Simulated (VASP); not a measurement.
# TiCo (Pm-3m) in VASP: a series of runs

The runs below take TiCo through single point, with PBE.

All numbers are computed with VASP 6.6.1; they aren't measurements. Logs are shortened: lines on timing, memory, paths and dates and some standing lists are left out, and cuts for length are marked.

### Step 1. The cell of the first run

Symmetry: Pm-3m, No. 221, cubic system. Conventional cell: a = 2.861 Å, b = 2.861 Å, c = 2.861 Å, α = 90.00°, β = 90.00°, γ = 90.00°. Within 3.3 Å of Ti (site symmetry m-3m) lie 8 Co at 2.48 Å and 6 Ti at 2.86 Å. Co (site symmetry m-3m) has 8 Ti at 2.48 Å and 6 Co at 2.86 Å within 3.3 Å.

### Step 2. Single point, PBE, collinear spin, ferromagnetic start (volume scaled by 0.88)

INCAR reads:

```
SYSTEM = TiCo
PREC = Accurate
ENCUT = 520
EDIFF = 1E-6
ISMEAR = 0
SIGMA = 0.1
LREAL = .False.
LASPH = .True.
NELM = 150
ALGO = Normal
ISIF = 2
LWAVE = .False.
LCHARG = .False.
ISPIN = 2
MAGMOM = 0 1.09
LORBIT = 11
LMAXMIX = 4
GGA = PE
NBANDS = 22
```

KPOINTS reads:

```
Automatic mesh
0
Gamma
  14 14 14
  0 0 0
```

POSCAR reads:

```
TiCo
1.0
    2.8610404458      0.0000000000      0.0000000000
    0.0000000000      2.8610404458      0.0000000000
    0.0000000000      0.0000000000      2.8610404458
Ti Co
1 1
Direct
    0.0000000000      0.0000000000      0.0000000000
    0.5000000000      0.5000000000      0.5000000000
```

Potentials or basis: VASP PAW PBE potentials, release 64 (Ti_sv, Co).

Started as:

```console
$ cat potpaw_PBE.64/Ti_sv/POTCAR potpaw_PBE.64/Co/POTCAR > POTCAR
$ mpirun -np 1 vasp_std > vasp.out
```

OUTCAR:

```text
SYSTEM = TiCo
   PREC = Accurate
   ENCUT = 520
   EDIFF = 1E-6
   ISMEAR = 0
   LREAL = .False.
   LASPH = .True.
   NELM = 150
   ISIF = 2
   ISPIN = 2
   LORBIT = 11
   GGA = PE

 ion  position               nearest neighbor table
   1  0.000  0.000  0.000-   2 2.48   2 2.48   2 2.48   2 2.48   2 2.48   2 2.48   2 2.48   2 2.48

   2  0.500  0.500  0.500-   1 2.48   1 2.48   1 2.48   1 2.48   1 2.48   1 2.48   1 2.48   1 2.48

  LATTYP: Found a simple cubic cell.
 ALAT       =     2.8610404458

  Lattice vectors:

 A1 = (   2.8610404458,   0.0000000000,   0.0000000000)
 A2 = (   0.0000000000,   2.8610404458,   0.0000000000)
 A3 = (   0.0000000000,   0.0000000000,   2.8610404458)

Analysis of symmetry for initial positions (statically):
=====================================================================
 Subroutine PRICEL returns:
 Original cell was already a primitive cell.

 Routine SETGRP: Setting up the symmetry group for a
 simple cubic supercell.

 Subroutine GETGRP returns: Found 48 space group operations
 (whereof 48 operations were pure point group operations)
 out of a pool of 48 trial point group operations.

The static configuration has the point symmetry O_h .

Analysis of symmetry for dynamics (positions and initial velocities):
=====================================================================
 Subroutine PRICEL returns:
 Original cell was already a primitive cell.

 Routine SETGRP: Setting up the symmetry group for a
 simple cubic supercell.

 Subroutine GETGRP returns: Found 48 space group operations
 (whereof 48 operations were pure point group operations)
 out of a pool of 48 trial point group operations.

The dynamic configuration has the point symmetry O_h .

Analysis of structural, dynamic, and magnetic symmetry:
=====================================================================
 Subroutine PRICEL returns:
 Original cell was already a primitive cell.

 Routine SETGRP: Setting up the symmetry group for a
 simple cubic supercell.

 Subroutine GETGRP returns: Found 48 space group operations
 (whereof 48 operations were pure point group operations)
 out of a pool of 48 trial point group operations.

The overall configuration has the point symmetry O_h .

 Subroutine INISYM returns: Found 48 space group operations
 (whereof 48 operations are pure point group operations),
 and found     1 'primitive' translations

----------------------------------------------------------------------------------------

                                     Primitive cell

  volume of cell :      23.4192
[... 107 lines left out ...]
   IMIX   =      4    mixing-type and parameters
     AMIX     =   0.40;   BMIX     =  1.00
     AMIX_MAG =   1.60;   BMIX_MAG =  1.00
  volume/ion in A,a.u.               =      11.71        79.02
  Fermi-wavevector in a.u.,A,eV,Ry     =   1.578667  2.983249 33.908307  2.492190
  Thomas-Fermi vector in A             =   2.679163
   LORBIT       =     11    0 simple, 1 ext, 2 COOP (PROOUT), +10 PAW based schemes
   GGA     = PE    functional components
   LHFCALC =     F    Hartree Fock is set to
   AEXX    =    0.0000 exact exchange contribution
   IVDW    =     0    specifies the selected vdW correction
   LEPSILON=     F    determine dielectric tensor
   LRPA    =     F    only Hartree local field effects (RPA)
 spin polarized calculation
 Gauss-broadening in eV      SIGMA  =   0.10
  energy-cutoff  :      520.00
  volume of cell :       23.42
 maximum number of plane-waves:       651
 NGX is ok and might be reduce to    24
   NGX = 11   NGY = 11   NGZ = 11

 number of electron      20.9999998 magnetization       0.5082863

 Free energy of the ion-electron system (eV)
  ---------------------------------------------------
  ext. energy  EPLUGINS =         0.00000000
  ---------------------------------------------------
  free energy    TOTEN  =       -15.45468139 eV

  energy without entropy =      -15.44446657  energy(sigma->0) =      -15.44957398

 E-fermi :  11.7154     XC(G=0): -13.2739

 val. band max:       11.7091686870   @ k =   0.5000   0.2857   0.0000
 cond. band min:      11.7195881361   @ k =   0.5000   0.3571   0.2143
 fundamental gap:      0.0104194490
 Fermi energy:        11.7153761611

 spin component 1

 k-point     1 :       0.0000    0.0000    0.0000
  band No.  band energies     occupation
      1     -45.3118      1.00000
      2     -21.3551      1.00000
      3     -21.3551      1.00000
      4     -21.3551      1.00000
      5       3.4815      1.00000
      6       6.9944      1.00000
[... 589 lines left out ...]
     21      31.0708      0.00000
     22      33.2027      0.00000

 [... further k-points ...]

 spin component 2

 k-point     1 :       0.0000    0.0000    0.0000
  band No.  band energies     occupation
      1     -45.2888      1.00000
      2     -21.3321      1.00000
      3     -21.3321      1.00000
      4     -21.3321      1.00000
      5       3.4967      1.00000
      6       7.3448      1.00000
[... 589 lines left out ...]
     21      31.0404      0.00000
     22      33.2564      0.00000

 [... further k-points ...]
[... 5 lines left out ...]
  --------------------------------------------------------------------------------------
  -------------------------------------------------------------------------------------
  Total        3.7681582      3.7681582      3.7681582      0.0000000      0.0000000     -0.0000000
  in kB      257.7909781    257.7909781    257.7909781      0.0000000      0.0000000     -0.0000000
  external PRESSURE =     257.7909781 kB  Pullay stress =       0.0000000 kB

 VOLUME and BASIS-vectors are now :
 -----------------------------------------------------------------------------
  energy-cutoff  :      520.00
  volume of cell :       23.42
      direct lattice vectors                 reciprocal lattice vectors
     2.861040446  0.000000000  0.000000000     0.349523196  0.000000000  0.000000000
     0.000000000  2.861040446  0.000000000     0.000000000  0.349523196  0.000000000
     0.000000000  0.000000000  2.861040446     0.000000000  0.000000000  0.349523196

 POSITION                                       TOTAL-FORCE (eV/Angst)
 -----------------------------------------------------------------------------------
      0.00000      0.00000      0.00000         0.000000      0.000000      0.000000
      1.43052      1.43052      1.43052         0.000000      0.000000      0.000000
 -----------------------------------------------------------------------------------
    total drift:                                0.000000      0.000000     -0.000000

  FREE ENERGIE OF THE ION-ELECTRON SYSTEM (eV)
  ---------------------------------------------------
  free  energy   TOTEN  =       -15.4546813890 eV

  energy  without entropy=      -15.4444665705  energy(sigma->0) =      -15.44957398

 total charge

# of ion       s       p       d       tot
------------------------------------------
    1        2.279   6.227   1.986  10.492
    2        0.578   0.534   7.419   8.532
--------------------------------------------------
tot          2.857   6.761   9.406  19.024

 magnetization (x)

# of ion       s       p       d       tot
------------------------------------------
    1       -0.001  -0.007   0.022   0.014
    2        0.021  -0.003   0.491   0.509
--------------------------------------------------
tot          0.020  -0.009   0.513   0.524
```

OSZICAR:

```text
N       E                     dE             d eps       ncg     rms          rms(c)
DAV:   1     0.165125460302E+03    0.16513E+03   -0.95672E+03 10902   0.123E+03
DAV:   2    -0.700822030325E+01   -0.17213E+03   -0.16334E+03 10788   0.308E+02
DAV:   3    -0.171222388849E+02   -0.10114E+02   -0.99468E+01 12852   0.794E+01
DAV:   4    -0.173956551963E+02   -0.27342E+00   -0.27280E+00 12102   0.119E+01
DAV:   5    -0.174043833957E+02   -0.87282E-02   -0.87277E-02 12646   0.201E+00    0.156E+01
DAV:   6    -0.164264807927E+02    0.97790E+00   -0.88600E+00 12156   0.394E+01    0.967E+00
DAV:   7    -0.167101675944E+02   -0.28369E+00   -0.13271E+01 13184   0.342E+01    0.145E+01
DAV:   8    -0.154404999323E+02    0.12697E+01   -0.52942E+00 12248   0.192E+01    0.197E+00
DAV:   9    -0.154693031771E+02   -0.28803E-01   -0.16489E-01 14144   0.366E+00    0.209E+00
DAV:  10    -0.154541792103E+02    0.15124E-01   -0.63410E-02 13248   0.259E+00    0.660E-01
DAV:  11    -0.154543189648E+02   -0.13975E-03   -0.56680E-03 14074   0.668E-01    0.290E-01
DAV:  12    -0.154546442876E+02   -0.32532E-03   -0.21820E-03 13586   0.380E-01    0.157E-01
DAV:  13    -0.154546471621E+02   -0.28744E-05   -0.74439E-04 15552   0.210E-01    0.750E-02
DAV:  14    -0.154546637717E+02   -0.16610E-04   -0.14317E-04 16400   0.945E-02    0.377E-02
DAV:  15    -0.154546772098E+02   -0.13438E-04   -0.47334E-05 15772   0.576E-02    0.200E-02
DAV:  16    -0.154546811420E+02   -0.39322E-05   -0.29656E-05 13978   0.463E-02    0.639E-03
DAV:  17    -0.154546813890E+02   -0.24702E-06   -0.21201E-06  9210   0.130E-02
   1 F= -.15454681E+02 E0= -.15449574E+02  d E =-.102148E-01  mag=     0.5095
```

stdout:

```text
POSCAR found type information on POSCAR TiCo
 POSCAR found :  2 types and       2 ions
 scaLAPACK will be used
 LDA part: xc-table for (Slater+PW92), standard interpolation
 POSCAR, INCAR and KPOINTS ok, starting setup
 FFT: planning ... GRIDC
 FFT: planning ... GRID_SOFT
 FFT: planning ... GRID
 WAVECAR not read
 entering main loop
```

Wall time 50 s (1 thread of Intel Xeon 6975P-C (Granite Rapids), shared host); peak memory 0.22 GiB.

What came out:

```
Free energy                                           : -15.4547 eV
Pressure                                              : 25.8 GPa
Net moment                                            : 0.51 μB per cell
Site moments                                          : Ti +0.01; Co +0.51 μB
Valence electrons inside the program's atomic spheres : Ti 10.49; Co 8.53
```

### Step 3. Single point, PBE, collinear spin, ferromagnetic start (volume scaled by 0.91)

INCAR reads:

```
SYSTEM = TiCo
  PREC = Accurate
  ENCUT = 520
  EDIFF = 1E-6
  ISMEAR = 0
  SIGMA = 0.1
  LREAL = .False.
  LASPH = .True.
  NELM = 150
  ALGO = Fast
  ISIF = 2
  LWAVE = .False.
  LCHARG = .False.
  ISPIN = 2
  MAGMOM = 0 1.09
  LORBIT = 11
  LMAXMIX = 4
  GGA = PE
  NBANDS = 22
```

KPOINTS is that of step 2.

POSCAR reads:

```
TiCo
1.0
    2.8931896586      0.0000000000      0.0000000000
    0.0000000000      2.8931896586      0.0000000000
    0.0000000000      0.0000000000      2.8931896586
Ti Co
1 1
Direct
    0.0000000000      0.0000000000      0.0000000000
    0.5000000000      0.5000000000      0.5000000000
```

Potentials or basis: VASP PAW PBE potentials, release 64 (Ti_sv, Co).

Started as:

```console
$ cat potpaw_PBE.64/Ti_sv/POTCAR potpaw_PBE.64/Co/POTCAR > POTCAR
$ mpirun -np 1 vasp_std > vasp.out
```

Wall time 60 s (1 thread of Intel Xeon 6975P-C (Granite Rapids), shared host); peak memory 0.22 GiB.

Results (log left out):

* Free energy: -15.5620 eV
* Pressure: 17.4 GPa
* Net moment: 0.62 μB per cell
* Site moments: Ti +0.01; Co +0.64 μB
* Valence electrons inside the program's atomic spheres: Ti 10.43; Co 8.46

Levels at points of the mesh, in eV from the Fermi level:
Spin up:
| k point | band 8 | band 9 | band 10 | band 11 | band 12 | band 13 | band 14 | band 15 |
| --- | --- | --- | --- | --- | --- | --- | --- | --- |
| (0.00, 0.00, 0.00) | -1.94 | -1.94 | -1.94 | 0.60 | 0.60 | 2.98 | 2.98 | 2.98 |
| (0.50, 0.00, 0.00) | -2.03 | -2.03 | -1.50 | -0.96 | -0.29 | 0.64 | 0.64 | 2.43 |
| (0.50, 0.50, 0.00) | -2.96 | -1.29 | -0.59 | 0.77 | 0.77 | 1.24 | 2.77 | 2.77 |
| (0.50, 0.50, 0.50) | -2.42 | -2.42 | -2.42 | -1.26 | -1.26 | 3.52 | 3.52 | 7.76 |
Spin down:
```tsv
k point	band 7	band 8	band 9	band 10	band 11	band 12	band 13	band 14
(0.00, 0.00, 0.00)	-4.14	-1.57	-1.57	-1.57	1.01	1.01	3.07	3.07
(0.50, 0.00, 0.00)	-2.39	-1.64	-1.64	-1.08	-1.01	0.52	0.68	0.68
(0.50, 0.50, 0.00)	-2.67	-2.67	-0.26	0.15	0.77	0.77	1.36	2.92
(0.50, 0.50, 0.50)	-2.61	-2.39	-2.39	-2.39	-0.22	-0.22	3.50	3.50
```

### Step 4. Single point, PBE, collinear spin, ferromagnetic start (volume scaled by 0.94)

INCAR reads:

```
SYSTEM = TiCo
PREC = Accurate ; ENCUT = 520
EDIFF = 1E-6 ; ISMEAR = 0
SIGMA = 0.1 ; LREAL = .False.
LASPH = .True. ; NELM = 150
ALGO = Fast ; ISIF = 2
LWAVE = .False. ; LCHARG = .False.
ISPIN = 2 ; MAGMOM = 0 1.09
LORBIT = 11 ; LMAXMIX = 4
GGA = PE ; NBANDS = 22
```

KPOINTS reads:

```
regular mesh
0
Gamma
  14 14 14
  0 0 0
```

POSCAR reads:

```
TiCo
1.0
    2.9246398362      0.0000000000      0.0000000000
    0.0000000000      2.9246398362      0.0000000000
    0.0000000000      0.0000000000      2.9246398362
Ti Co
1 1
Direct
    0.0000000000      0.0000000000      0.0000000000
    0.5000000000      0.5000000000      0.5000000000
```

Started as:

```console
$ cat potpaw_PBE.64/Ti_sv/POTCAR potpaw_PBE.64/Co/POTCAR > POTCAR
$ mpirun -np 1 vasp_std > vasp.out
```

Run time: 54 s. Hardware: 1 thread of Intel Xeon 6975P-C (Granite Rapids), shared host; peak memory 0.22 GiB.

It converged, with:

| Item | Value |
| --- | --- |
| Free energy | -15.6312 eV |
| Pressure | 10.2 GPa |
| Net moment | 0.73 μB per cell |
| Site moments | Ti +0.00; Co +0.76 μB |
| Valence electrons inside the program's atomic spheres | Ti 10.38; Co 8.40 |

Levels at points of the mesh, in eV from the Fermi level:
Spin up:
```tsv
k point	band 8	band 9	band 10	band 11	band 12	band 13	band 14	band 15
(0.00, 0.00, 0.00)	-1.93	-1.93	-1.93	0.55	0.55	2.86	2.86	2.86
(0.50, 0.00, 0.00)	-2.03	-2.03	-1.52	-0.86	-0.43	0.65	0.65	2.36
(0.50, 0.50, 0.00)	-2.89	-1.40	-0.68	0.71	0.71	1.19	2.65	2.65
(0.50, 0.50, 0.50)	-2.30	-2.30	-2.30	-1.36	-1.36	3.41	3.41	7.45
```
Spin down:
```
           k point  band 8  band 9  band 10  band 11  band 12  band 13
(0.00, 0.00, 0.00)   -1.48   -1.48    -1.48     1.02     1.02     2.97
(0.50, 0.00, 0.00)   -1.56   -1.56    -1.02    -0.93     0.55     0.68
(0.50, 0.50, 0.00)   -2.53   -0.16     0.21     0.70     0.70     1.33
(0.50, 0.50, 0.50)   -2.28   -2.28    -2.28    -0.12    -0.12     3.37
```

### Step 5. The runs side by side

| cell | gap on the mesh (eV) | pressure (GPa) | moment (μB) |
| --- | --- | --- | --- |
| a = 2.861 Å, 2 atoms | none | 25.8 | 0.51 |
| a = 2.893 Å, 2 atoms | none | 17.4 | 0.62 |
| a = 2.925 Å, 2 atoms | none | 10.2 | 0.73 |

Alike in all rows: task single point; level PBE; potentials or basis VASP PAW PBE potentials, release 64 (Ti_sv, Co); spin collinear, ferromagnetic start; k mesh 14 × 14 × 14; cutoff (eV) 520; smearing gaussian 0.1 eV.

Total energies depend on the potentials used, so only differences within one code and one set of settings carry meaning.
